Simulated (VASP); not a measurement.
Set up this calculation in VASP 6.6.1, as the native input.

```yaml
Task: single point
Functional: PBE
Potentials_or_basis: VASP PAW PBE potentials, release 64 (Nd_3, S), 4f in core
Cutoff: 500 eV
k_mesh: 4 × 4 × 4
Occupations: gaussian, width 0.1 eV
Spin: no spin polarisation
Dipole_correction: no
Mended: yes
Further_INCAR_settings: ALGO = Normal; EDIFF = 1e-06; NBANDS = 33
```

The structure of Nd4S lies in POSCAR:

```
Nd4S
1.0
    5.7803538536      0.0000000000      0.0000000000
    0.0000000000      5.7803538536      0.0000000000
    0.0000000000      0.0000000000      5.7803538536
Nd S
4 1
Direct
    0.5000000000      0.5000000000      0.5000000000
    0.0000000000      0.5000000000      0.5000000000
    0.5000000000      0.0000000000      0.5000000000
    0.5000000000      0.5000000000      0.0000000000
    0.0000000000      0.0000000000      0.0000000000
```

The cell was built from a structure type or drawn by symmetry, and may not be a known phase.

The input as run:

INCAR

```
PREC = Accurate
ENCUT = 500
EDIFF = 1E-6
ISMEAR = 0
SIGMA = 0.1
LREAL = F
LASPH = T
NELM = 200
ALGO = Normal
ISIF = 2
LWAVE = F
LCHARG = T
GGA = PE
LELF = T
LVHAR = T
NBANDS = 33
GGA_COMPAT = F
LMAXMIX = 6
```

KPOINTS

```
Automatic mesh
0
Gamma
  4 4 4
```

Potentials or basis: VASP PAW PBE potentials, release 64 (Nd_3, S), 4f in core.

Run with:

```sh
$ cat potpaw_PBE.64/Nd_3/POTCAR potpaw_PBE.64/S/POTCAR > POTCAR
$ mpirun -np 1 vasp_std > vasp.out
```

It gave:

```yaml
Pressure: 0.2 GPa
Band_gap_on_the_k_mesh: zero (bands 25 and 26 overlap by 1.83 eV)
```

Caveat: spin-orbit coupling is left out, which moves the levels of the heavy elements; the 4f electrons are frozen in the core, so they carry no moment and show no levels; the run has no spin polarisation, though such a crystal can be magnetic.

Wall time 84 s on 1 thread of Intel(R) Xeon(R) 6975P-C (Granite Rapids), on a shared host, peak memory 0.27 GiB.
